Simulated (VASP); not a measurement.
# SiO2 (I-42d) in VASP: further runs

SiO2 is run at these levels: PBEsol; tasks: electric field gradients.

Everything below comes from runs of VASP 6.6.1. Logs are shortened: lines on timing, memory, paths and dates and some standing lists are left out, and cuts for length are marked.

## 1. The cell of the first run

It takes space group I-42d (No. 122, tetragonal). Conventional cell: a = 4.841 Å, b = 4.841 Å, c = 7.635 Å, α = 90.00°, β = 90.00°, γ = 90.00°. Si (site symmetry -4) has 4 O at 1.65 Å within 2.2 Å. Within 2.2 Å of O (site symmetry 2) lie 2 Si at 1.65 Å.

## 2. Electric field gradients, PBEsol (volume scaled by 1.06)

The input, INCAR:

```
SYSTEM = SiO2
PREC = Accurate
ENCUT = 520
EDIFF = 1E-8
ISMEAR = -1
SIGMA = 0.03
LREAL = .False.
LASPH = .True.
NELM = 100
ALGO = Normal
ISIF = 2
LWAVE = .False.
LCHARG = .False.
GGA = PS
LEFG = .True.
NBANDS = 25
```

The input, KPOINTS:

```
Automatic mesh
0
Gamma
  7 7 7
  0 0 0
```

The input, POSCAR:

```
SiO2
1.0
   -2.4206118211      2.4206118211      3.8174304072
    2.4206118211     -2.4206118211      3.8174304072
    2.4206118211      2.4206118211     -3.8174304072
Si O
2 4
Direct
    0.0000000000      0.0000000000      0.0000000000
    0.7500000000      0.2500000000      0.5000000000
    0.9983800000      0.6250000000      0.8733800000
    0.3750000000      0.2483800000      0.3733800000
    0.7516200000      0.1250000000      0.1266200000
    0.8750000000      0.0016200000      0.6266200000
```

Potentials or basis: VASP PAW PBE potentials, release 64 (Si, O).

The run is started by

```
$ cat potpaw_PBE.64/Si/POTCAR potpaw_PBE.64/O/POTCAR > POTCAR
$ mpirun -np 1 vasp_std > vasp.out
```

OUTCAR:

```text
SYSTEM = SiO2
   PREC = Accurate
   ENCUT = 520
   EDIFF = 1E-8
   ISMEAR = -1
   LREAL = .False.
   LASPH = .True.
   NELM = 100
   ISIF = 2
   GGA = PS

 ion  position               nearest neighbor table
   1  0.000  0.000  0.000-   4 1.65   6 1.65   5 1.65   3 1.65   2 3.08   2 3.08   2 3.08   2 3.08

   2  0.750  0.250  0.500-   3 1.65   5 1.65   4 1.65   6 1.65   1 3.08   1 3.08   1 3.08   1 3.08

   3  0.998  0.625  0.873-   2 1.65   1 1.65
   4  0.375  0.248  0.373-   1 1.65   2 1.65
   5  0.752  0.125  0.127-   2 1.65   1 1.65
   6  0.875  0.002  0.627-   1 1.65   2 1.65

  LATTYP: Found a body centered tetragonal cell.
 ALAT       =     4.8412236422
 C/A-ratio  =     1.5770518734

  Lattice vectors:

 A1 = (  -2.4206118211,   2.4206118211,   3.8174304072)
 A2 = (   2.4206118211,  -2.4206118211,   3.8174304072)
 A3 = (   2.4206118211,   2.4206118211,  -3.8174304072)

Analysis of symmetry for initial positions (statically):
=====================================================================
 Subroutine PRICEL returns:
 Original cell was already a primitive cell.

 Routine SETGRP: Setting up the symmetry group for a
 body centered tetragonal supercell.

 Subroutine GETGRP returns: Found  8 space group operations
 (whereof  4 operations were pure point group operations)
 out of a pool of 16 trial point group operations.

The static configuration has the point symmetry S_4 .
 The point group associated with its full space group is D_2d.

Analysis of symmetry for dynamics (positions and initial velocities):
=====================================================================
 Subroutine PRICEL returns:
 Original cell was already a primitive cell.

 Routine SETGRP: Setting up the symmetry group for a
 body centered tetragonal supercell.

 Subroutine GETGRP returns: Found  8 space group operations
 (whereof  4 operations were pure point group operations)
 out of a pool of 16 trial point group operations.

The dynamic configuration has the point symmetry S_4 .
 The point group associated with its full space group is D_2d.

 Subroutine INISYM returns: Found  8 space group operations
 (whereof  4 operations are pure point group operations),
[... 151 lines left out ...]

 E-fermi :   0.0677     XC(G=0):  -8.4665

 val. band max:       -0.5677619545   @ k =   0.0000   0.0000   0.0000
 cond. band min:       4.9979492759   @ k =   0.0000   0.0000   0.0000
 fundamental gap:      5.5657112304
 Fermi energy:         0.0676975457

 k-point     1 :       0.0000    0.0000    0.0000
  band No.  band energies     occupation
      1     -19.3167      2.00000
      2     -17.3346      2.00000
      3     -17.3163      2.00000
      4     -17.3163      2.00000
      5      -9.2541      2.00000
      6      -5.7033      2.00000
[... 661 lines left out ...]
     24      11.7856      0.00000
     25      12.1906      0.00000

 [... further k-points ...]
[... 5 lines left out ...]
  --------------------------------------------------------------------------------------
  -------------------------------------------------------------------------------------
  Total       -3.6703273     -3.6703273     -4.9078657      0.0000000      0.0000000      0.0000000
  in kB      -65.7255080    -65.7255080    -87.8864320      0.0000000      0.0000000      0.0000000
  external PRESSURE =     -73.1124827 kB  Pullay stress =       0.0000000 kB

 VOLUME and BASIS-vectors are now :
 -----------------------------------------------------------------------------
  energy-cutoff  :      520.00
  volume of cell :       89.47
      direct lattice vectors                 reciprocal lattice vectors
    -2.420611821  2.420611821  3.817430407     0.000000000  0.206559348  0.130978157
     2.420611821 -2.420611821  3.817430407     0.206559348  0.000000000  0.130978157
     2.420611821  2.420611821 -3.817430407     0.206559348  0.206559348  0.000000000

 POSITION                                       TOTAL-FORCE (eV/Angst)
 -----------------------------------------------------------------------------------
      0.00000      0.00000      0.00000         0.000000     -0.000000      0.000000
     -0.00000      2.42061      1.90872         0.000000     -0.000000      0.000000
      1.21031      3.01792      2.86307         0.000000     -0.664462     -0.000000
      0.59731      1.21031      0.95436        -0.664462     -0.000000     -0.000000
     -1.21031      1.82330      2.86307         0.000000      0.664462     -0.000000
     -0.59731      3.63092      0.95436         0.664462     -0.000000     -0.000000
 -----------------------------------------------------------------------------------
    total drift:                               -0.000001     -0.000001     -0.000001

  FREE ENERGIE OF THE ION-ELECTRON SYSTEM (eV)
  ---------------------------------------------------
  free  energy   TOTEN  =       -49.2072895567 eV

  energy  without entropy=      -49.2072895567  energy(sigma->0) =      -49.20728956

 Electric field gradients (V/A^2)
---------------------------------------------------------------------
 ion       V_xx      V_yy      V_zz      V_xy      V_xz      V_yz
---------------------------------------------------------------------
   1       3.047     3.046    -6.092    -0.000    -0.000    -0.000
   2       3.046     3.047    -6.092    -0.000    -0.000    -0.000
   3      30.025   -29.953    -0.072     0.003    76.231     0.002
   4     -29.953    30.025    -0.072     0.003     0.002    76.231
   5      30.025   -29.954    -0.071     0.003   -76.227     0.002
   6     -29.954    30.025    -0.071     0.003     0.002   -76.227
---------------------------------------------------------------------

 Electric field gradients after diagonalization (V/A^2)
 (convention: |V_zz| > |V_xx| > |V_yy|)
----------------------------------------------------------------------
 ion       V_xx      V_yy      V_zz     asymmetry (V_yy - V_xx)/ V_zz
----------------------------------------------------------------------
   1       3.047     3.046    -6.092       0.000
   2       3.047     3.046    -6.092       0.000
   3     -62.725   -29.953    92.679       0.354
   4     -62.725   -29.953    92.679       0.354
   5     -62.721   -29.954    92.675       0.354
   6     -62.721   -29.954    92.675       0.354
----------------------------------------------------------------------

           NMR quadrupolar parameters

 Cq : quadrupolar parameter    Cq=e*Q*V_zz/h
 eta: asymmetry parameters     (V_yy - V_xx)/ V_zz
 Q  : nuclear electric quadrupole moment in mb (millibarn)
----------------------------------------------------------------------
 ion       Cq(MHz)       eta       Q (mb)
----------------------------------------------------------------------
   1      -0.015       0.000       1.000
   2      -0.015       0.000       1.000
   3       0.224       0.354       1.000
   4       0.224       0.354       1.000
   5       0.224       0.354       1.000
   6       0.224       0.354       1.000
----------------------------------------------------------------------
```

OSZICAR:

```text
N       E                     dE             d eps       ncg     rms          rms(c)
DAV:   1     0.169805131608E+03    0.16981E+03   -0.16080E+04  2000   0.114E+03
DAV:   2    -0.428474883593E+02   -0.21265E+03   -0.20419E+03  2716   0.267E+02
DAV:   3    -0.546089621662E+02   -0.11761E+02   -0.11709E+02  2695   0.641E+01
DAV:   4    -0.547208936152E+02   -0.11193E+00   -0.11189E+00  2368   0.726E+00
DAV:   5    -0.547222348514E+02   -0.13412E-02   -0.13410E-02  2680   0.783E-01    0.187E+01
DAV:   6    -0.492436155581E+02    0.54786E+01   -0.17485E+01  2443   0.262E+01    0.945E+00
DAV:   7    -0.492215367909E+02    0.22079E-01   -0.55217E-01  2487   0.420E+00    0.343E+00
DAV:   8    -0.492018519356E+02    0.19685E-01   -0.28742E-02  2562   0.151E+00    0.123E+00
DAV:   9    -0.492055958187E+02   -0.37439E-02   -0.13049E-02  2308   0.897E-01    0.282E-01
DAV:  10    -0.492072968646E+02   -0.17010E-02   -0.24019E-03  2429   0.272E-01    0.773E-02
DAV:  11    -0.492072814204E+02    0.15444E-04   -0.55738E-04  2520   0.159E-01    0.258E-02
DAV:  12    -0.492072867253E+02   -0.53049E-05   -0.25131E-05  2493   0.324E-02    0.158E-02
DAV:  13    -0.492072895440E+02   -0.28186E-05   -0.87113E-06  2304   0.180E-02    0.307E-03
DAV:  14    -0.492072895230E+02    0.20982E-07   -0.89923E-07  2685   0.604E-03    0.146E-03
DAV:  15    -0.492072895363E+02   -0.13366E-07   -0.46288E-08  2360   0.137E-03    0.453E-04
DAV:  16    -0.492072895505E+02   -0.14209E-07   -0.55438E-09  2015   0.493E-04    0.113E-04
DAV:  17    -0.492072895567E+02   -0.61659E-08   -0.85189E-10  1320   0.191E-04
   1 F= -.49207290E+02 E0= -.49207290E+02  d E =-.594151E-10
```

stdout:

```text
POSCAR found type information on POSCAR SiO
 POSCAR found :  2 types and       6 ions
 scaLAPACK will be used
 -----------------------------------------------------------------------------
|                                                                             |
|                                                                             |
|     You enforced a specific xc type in the INCAR file but a different       |
|     I HOPE YOU KNOW WHAT YOU ARE DOING!                                     |
|                                                                             |
 -----------------------------------------------------------------------------

 LDA part: xc-table for (Slater+PW92), standard interpolation
 POSCAR, INCAR and KPOINTS ok, starting setup
 FFT: planning ... GRIDC
 FFT: planning ... GRID_SOFT
 FFT: planning ... GRID
 WAVECAR not read
 entering main loop
ion   1

ion   2

ion   3

ion   4

ion   5

ion   6
```

It took 70 s on 1 thread of Intel Xeon Platinum 8559C (Emerald Rapids), shared host; peak memory 0.25 GiB.

Results:

```yaml
Free_energy: -49.2073 eV
Pressure: -7.3 GPa
Largest_force: 0.664 eV/Å
Band_gap_on_the_k_mesh: 5.57 eV, direct
```

Forces in eV/Å, atoms in the order of the input:
```
Si   0.000  0.000  0.000
Si   0.000  0.000  0.000
O    0.000 -0.664  0.000
O   -0.664  0.000  0.000
O    0.000  0.664  0.000
O    0.664  0.000  0.000
```

Electric field gradients, principal values (V/Å²):
```
atom    least   middle  greatest (by size)
1 Si    3.046    3.047              -6.092
2 Si    3.046    3.047              -6.092
 3 O  -29.953  -62.725              92.679
 4 O  -29.953  -62.725              92.679
 5 O  -29.954  -62.721              92.675
 6 O  -29.954  -62.721              92.675
```

Caveat: without QUAD_EFG the Cq values of the log hold for a quadrupole moment of 1 mb, not for the nuclei; the PAW data sets were made with another functional, which shifts forces and pressure a little.

(Continued in part 2 of 4.)
